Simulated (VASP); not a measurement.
# Ag: relaxation of cell and atoms with PBEsol

Ag:

```
CELL_PARAMETERS angstrom
0.00000 2.02721 2.02721
2.02721 0.00000 2.02721
2.02721 2.02721 0.00000
ATOMIC_POSITIONS crystal
Ag 0.00000 0.00000 0.00000
```

```yaml
Program: VASP 6.6.1
Task: relaxation of cell and atoms
Functional: PBEsol
Potentials_or_basis: VASP PAW PBE potentials, release 64 (Ag)
Cutoff: 600 eV
k_mesh: 20 × 20 × 20
Occupations: fermi-dirac, width 0.15 eV
Spin: no spin polarisation
Dipole_correction: no
Further_INCAR_settings: ALGO = Fast; EDIFF = 1e-06; IBRION = 2; EDIFFG = -0.001; NSW = 80; ISIF = 3
```

```
Relaxed volume                        : 16.63 Å³/atom
Relaxed cell                          : a = 2.865 Å, b = 2.865 Å, c = 2.865 Å, α = 60.00°, β = 60.00°, γ = 60.00°
Space group after relaxing (to 0.1 Å) : Fm-3m (No. 225)
Energy gained by relaxing             : 0.0 meV/atom
Ionic steps                           : 5
Pressure after relaxing               : 0.0 GPa
Band gap on the k mesh                : zero (an odd number of electrons rules out a gap without spin polarisation)
```

Final structure:
```cif
data_structure
_symmetry_space_group_name_H-M 'P 1'
_symmetry_Int_Tables_number 1
_cell_length_a 2.8649
_cell_length_b 2.8649
_cell_length_c 2.8649
_cell_angle_alpha 60.000
_cell_angle_beta 60.000
_cell_angle_gamma 60.000
_cell_volume 16.63
loop_
_atom_site_label
_atom_site_type_symbol
_atom_site_fract_x
_atom_site_fract_y
_atom_site_fract_z
_atom_site_occupancy
Ag1 Ag 0.00000 0.00000 0.00000 1
```

Levels at points of the mesh, in eV from the Fermi level:
```
           k point  band 2  band 3  band 4  band 5  band 6  band 7  band 8  band 9
(0.00, 0.00, 0.00)   -4.87   -4.87   -4.87   -3.77   -3.77   16.03   19.76   19.76
(0.50, 0.00, 0.00)   -4.89   -4.89   -2.94   -2.94   -0.53    3.72   15.27   18.07
(0.50, 0.50, 0.00)   -6.44   -2.97   -2.72   -2.72    1.51    6.91   10.73   10.73
```

Run time: 47 s on 1 thread of Intel(R) Xeon(R) Platinum 8488C (Sapphire Rapids), on a shared host, peak memory 0.18 GiB.

Caveat: the PAW data sets were made with another functional, which shifts forces and pressure a little.
